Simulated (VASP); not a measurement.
Wanted: the native input for a VASP 6.6.1 run.

* Task: single point
* Functional: LDA
* Potentials or basis: VASP PAW LDA potentials, release 64 (Ge_d)
* Cutoff: 520 eV
* k mesh: 12 × 12 × 12
* Occupations: methfessel-paxton, width 0.3 eV
* Spin: no spin polarisation
* Dipole correction: no
* Further INCAR settings: ALGO = Normal; EDIFF = 1e-06; NBANDS = 21

The structure of Ge lies in POSCAR:

```
Ge
1.0
   -2.5744897200      2.5744897200      1.3974126400
    2.5744897200     -2.5744897200      1.3974126400
    2.5744897200      2.5744897200     -1.3974126400
Ge
2
Direct
    0.2500000000      0.7500000000      0.5000000000
    0.5000000000      0.5000000000      0.0000000000
```

These files were run (other wordings do the same):

INCAR

```
PREC = Accurate
ENCUT = 520
EDIFF = 1E-6
ISMEAR = 1
SIGMA = 0.3
LREAL = F
LASPH = T
NELM = 80
ALGO = Normal
ISIF = 2
LWAVE = F
LCHARG = F
GGA = CA
NBANDS = 21
```

KPOINTS

```
Automatic mesh
0
Gamma
  12 12 12
```

Potentials or basis: VASP PAW LDA potentials, release 64 (Ge_d).

The run is started by

```sh
$ cat potpaw_LDA.64/Ge_d/POTCAR > POTCAR
$ mpirun -np 1 vasp_std > vasp.out
```

It gave:

| Quantity | Value |
| --- | --- |
| Pressure | -2.6 GPa |
| Band gap on the k mesh | zero (band 14 reaches 8.09 eV, above the bottom of band 15 at 3.04 eV) |

Run time: 63 s on 1 thread of Intel(R) Xeon(R) Platinum 8488C (Sapphire Rapids) (shared host), peak memory 0.22 GiB.
